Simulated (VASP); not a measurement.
# KF (I4/mmm) in VASP: single point with HSE06

Aim: the single point of KF with HSE06.

Program: VASP 6.6.1. These are calculated values, not measurements. Logs are shortened: lines on timing, memory, paths and dates and some standing lists are left out, and cuts for length are marked.

### Step 1. The cell of the first run

It takes space group I4/mmm (No. 139, tetragonal). The conventional cell has a = 3.776 Å, b = 3.776 Å, c = 5.307 Å, α = 90.00°, β = 90.00°, γ = 90.00°. Within 3.5 Å of K (site symmetry 4/mmm) lie 6 F at 2.65 to 2.67 Å. F (site symmetry 4/mmm) has 6 K at 2.65 to 2.67 Å within 3.5 Å.

### Step 2. Single point, HSE06 (epitaxial xy strain +0.4%)

POSCAR

```
KF
1.0
    0.0000000000      2.6701281979      2.6533767463
    2.6701281979      0.0000000000      2.6533767463
    2.6701281979      2.6701281979      0.0000000000
K F
1 1
Direct
    0.0000000000      0.0000000000      0.0000000000
    0.5000000000      0.5000000000      0.5000000000
```

INCAR.step1

```
PREC = Accurate
ENCUT = 520
EDIFF = 1E-5
ISMEAR = 0
SIGMA = 0.01
LREAL = False
LASPH = True
NELM = 80
ALGO = Normal
ISIF = 2
LWAVE = True
LCHARG = False
NBANDS = 15
GGA = PE
```

INCAR.step2

```
PREC = Accurate
ENCUT = 520
EDIFF = 1E-6
ISMEAR = 0
SIGMA = 0.01
LREAL = False
LASPH = True
NELM = 80
ALGO = Normal
ISIF = 2
LWAVE = False
LCHARG = False
GGA = PE
LHFCALC = True
HFSCREEN = 0.2079
PRECFOCK = Normal
NBANDS = 15
ISTART = 1
```

KPOINTS

```
Automatic mesh
0
Gamma
  6 6 6
```

Potentials or basis: VASP PAW PBE potentials, release 64 (K_sv, F).

Started as:

```
$ cat potpaw_PBE.64/K_sv/POTCAR potpaw_PBE.64/F/POTCAR > POTCAR
$ cp INCAR.step1 INCAR
$ mpirun -np 1 vasp_std > vasp.out
$ cp INCAR.step2 INCAR
$ mpirun -np 1 vasp_std > vasp.out
```

OUTCAR:

```text
PREC = Accurate
   ENCUT = 520
   EDIFF = 1E-6
   ISMEAR = 0
   LREAL = False
   LASPH = True
   NELM = 80
   ISIF = 2
   GGA = PE
   LHFCALC = True
   HFSCREEN = 0.2079
   PRECFOCK = Normal
   ISTART = 1

 ion  position               nearest neighbor table
   1  0.000  0.000  0.000-   2 2.65   2 2.65   2 2.67   2 2.67   2 2.67   2 2.67
   2  0.500  0.500  0.500-   1 2.65   1 2.65   1 2.67   1 2.67   1 2.67   1 2.67

  LATTYP: Found a body centered tetragonal cell.
 ALAT       =     3.7761315107
 C/A-ratio  =     1.4053412805

  Lattice vectors:

 A1 = (   0.0000000000,  -2.6701281979,  -2.6533767463)
 A2 = (   0.0000000000,   2.6701281979,  -2.6533767463)
 A3 = (   2.6701281979,   0.0000000000,   2.6533767463)

Analysis of symmetry for initial positions (statically):
=====================================================================
 Subroutine PRICEL returns:
 Original cell was already a primitive cell.

 Routine SETGRP: Setting up the symmetry group for a
 body centered tetragonal supercell.

 Subroutine GETGRP returns: Found 16 space group operations
 (whereof 16 operations were pure point group operations)
 out of a pool of 16 trial point group operations.

The static configuration has the point symmetry D_4h.

Analysis of symmetry for dynamics (positions and initial velocities):
=====================================================================
 Subroutine PRICEL returns:
 Original cell was already a primitive cell.

 Routine SETGRP: Setting up the symmetry group for a
 body centered tetragonal supercell.

 Subroutine GETGRP returns: Found 16 space group operations
 (whereof 16 operations were pure point group operations)
 out of a pool of 16 trial point group operations.

The dynamic configuration has the point symmetry D_4h.

 Subroutine INISYM returns: Found 16 space group operations
 (whereof 16 operations are pure point group operations),
 and found     1 'primitive' translations

----------------------------------------------------------------------------------------

                                     Primitive cell

  volume of cell :      37.8349

  direct lattice vectors                    reciprocal lattice vectors
     0.000000000  2.670128198  2.653376746    -0.187256927  0.187256927  0.188439128
     2.670128198  0.000000000  2.653376746     0.187256927 -0.187256927  0.188439128
     2.670128198  2.670128198  0.000000000     0.187256927  0.187256927 -0.188439128

  length of vectors
[... 95 lines left out ...]
   EMIN   =  10.00;   EMAX   =-10.00  energy-range for DOS
   EFERMI =   0.00;   METHOD = LEGACY
   ISMEAR =     0;   SIGMA  =   0.01  broadening in eV -4-tet -1-fermi 0-gaus
   EFERMI_NEDOS =   21; number of points for ismear=-14 and -15
   IALGO  =     38    algorithm
   IMIX   =      1    mixing-type and parameters
     AMIX     =   0.40;   BMIX     =  1.00
     AMIX_MAG =   1.60;   BMIX_MAG =  1.00
  volume/ion in A,a.u.               =      18.92       127.66
  Fermi-wavevector in a.u.,A,eV,Ry     =   1.228807  2.322109 20.544353  1.509967
  Thomas-Fermi vector in A             =   2.363719
   LORBIT       =      0    0 simple, 1 ext, 2 COOP (PROOUT), +10 PAW based schemes
   GGA     = PE    functional components
   LHFCALC =     T    Hartree Fock is set to
   PRECFOCK=normal    Normal, Fast or Accurate (Low or Medium for compatibility)
   ENCUT4O =  -1.0   cutoff for four orbital integrals eV
   NKREDX  =     1    reduce k-point grid by
   NKREDY  =     1    reduce k-point grid by
   NKREDZ  =     1    reduce k-point grid by
   AEXX    =    0.2500 exact exchange contribution
   HFSCREEN=    0.2079 screening length (either q_TF or 0.3 A-1)
   HFSCREENC=   0.2079 screening length for correlation (either q_TF or 0.3 A-1)
   ENCUTFOCK=  -1.0 apply spherical cutoff to Coloumb kernel
   IVDW    =     0    specifies the selected vdW correction
   LEPSILON=     F    determine dielectric tensor
   LRPA    =     F    only Hartree local field effects (RPA)
 non-spin polarized calculation
 Gauss-broadening in eV      SIGMA  =   0.01
  energy-cutoff  :      520.00
  volume of cell :       37.83
 maximum number of plane-waves:      1031
  NGX = 24; NGY = 24; NGZ = 24

 number of electron      16.0000007 magnetization

 Free energy of the ion-electron system (eV)
  ---------------------------------------------------
  ext. energy  EPLUGINS =         0.00000000
  ---------------------------------------------------
  free energy    TOTEN  =        -9.96338478 eV

  energy without entropy =       -9.96338478  energy(sigma->0) =       -9.96338478

 E-fermi :  -4.2764     XC(G=0):  -6.9709

 val. band max:       -4.3656106387   @ k =   0.0000   0.0000   0.0000
 cond. band min:       3.8364029229   @ k =   0.0000   0.0000   0.0000
 fundamental gap:      8.2020135616
 Fermi energy:        -4.2763831005

 k-point     1 :       0.0000    0.0000    0.0000
  band No.  band energies     occupation
      1     -31.9904      2.00000
      2     -24.5752      2.00000
      3     -13.8763      2.00000
      4     -13.8763      2.00000
      5     -13.8760      2.00000
      6      -4.3743      2.00000
      7      -4.3743      2.00000
      8      -4.3656      2.00000
      9       3.8364      0.00000
     10       8.6527      0.00000
     11       8.6527      0.00000
     12       8.6895      0.00000
     13      10.4816      0.00000
     14      10.5496      0.00000
[... 401 lines left out ...]
      2     -24.6158      2.00000
      3     -14.3600      2.00000
      4     -14.0940      2.00000
      5     -14.0537      2.00000
      6      -4.6665      2.00000
      7      -4.5464      2.00000
      8      -4.4966      2.00000
      9       6.4541      0.00000
     10       7.9946      0.00000
     11       9.5711      0.00000
     12      11.5531      0.00000
     13      12.3261      0.00000
     14      12.7913      0.00000
     15      13.7848      0.00000

 [... further k-points ...]
[... 5 lines left out ...]
  --------------------------------------------------------------------------------------
  -------------------------------------------------------------------------------------
  Total        0.1766213      0.1766213      0.2669186      0.0000000     -0.0000000      0.0000000
  in kB        7.4792918      7.4792918     11.3030656      0.0000000     -0.0000000      0.0000000
  external PRESSURE =       8.7538831 kB  Pullay stress =       0.0000000 kB

 VOLUME and BASIS-vectors are now :
 -----------------------------------------------------------------------------
  energy-cutoff  :      520.00
  volume of cell :       37.83
      direct lattice vectors                 reciprocal lattice vectors
     0.000000000  2.670128198  2.653376746    -0.187256927  0.187256927  0.188439128
     2.670128198  0.000000000  2.653376746     0.187256927 -0.187256927  0.188439128
     2.670128198  2.670128198  0.000000000     0.187256927  0.187256927 -0.188439128

 POSITION                                       TOTAL-FORCE (eV/Angst)
 -----------------------------------------------------------------------------------
      0.00000      0.00000      0.00000         0.000000      0.000000     -0.000000
      2.67013      2.67013      2.65338         0.000000      0.000000      0.000000
 -----------------------------------------------------------------------------------
    total drift:                               -0.000000      0.000000     -0.000000

  FREE ENERGIE OF THE ION-ELECTRON SYSTEM (eV)
  ---------------------------------------------------
  free  energy   TOTEN  =        -9.9633847797 eV

  energy  without entropy=       -9.9633847797  energy(sigma->0) =       -9.96338478
```

OSZICAR.step1:

```text
N       E                     dE             d eps       ncg     rms          rms(c)
DAV:   1     0.106234951092E+03    0.10623E+03   -0.81782E+03   900   0.103E+03
DAV:   2    -0.540344027254E+01   -0.11164E+03   -0.10360E+03  1166   0.282E+02
DAV:   3    -0.944080689422E+01   -0.40374E+01   -0.40232E+01  1147   0.476E+01
DAV:   4    -0.954617208075E+01   -0.10537E+00   -0.10535E+00  1235   0.714E+00
DAV:   5    -0.954773660549E+01   -0.15645E-02   -0.15645E-02  1181   0.774E-01    0.634E+00
DAV:   6    -0.831668355115E+01    0.12311E+01   -0.35047E+00   942   0.148E+01    0.407E+00
DAV:   7    -0.828798242170E+01    0.28701E-01   -0.67080E-02  1125   0.223E+00    0.229E+00
DAV:   8    -0.828420025372E+01    0.37822E-02   -0.50891E-02   949   0.223E+00    0.194E-01
DAV:   9    -0.828574688081E+01   -0.15466E-02   -0.38397E-03  1159   0.514E-01    0.124E-01
DAV:  10    -0.828630760886E+01   -0.56073E-03   -0.46677E-04   963   0.187E-01    0.610E-02
DAV:  11    -0.828643680501E+01   -0.12920E-03   -0.12951E-04   942   0.951E-02    0.198E-02
DAV:  12    -0.828643567601E+01    0.11290E-05   -0.12169E-05  1009   0.355E-02
   1 F= -.82864357E+01 E0= -.82864357E+01  d E =-.777789E-36
```

It took 66 min on 1 thread of Intel Xeon Platinum 8259CL at 2.50GHz (Skylake/Cascade Lake), shared host; peak memory 0.29 GiB.

Results:

* Free energy: -9.9634 eV
* Pressure: 0.9 GPa
* Band gap on the k mesh: 8.20 eV

Stress tensor (GPa, compression positive):
```
0.75 0.00 0.00
0.00 0.75 0.00
0.00 0.00 1.13
```

Caveat: the cell differs from its parent crystal (epitaxial xy strain +0.4%); the PAW data sets were made with another functional, which shifts forces and pressure a little.
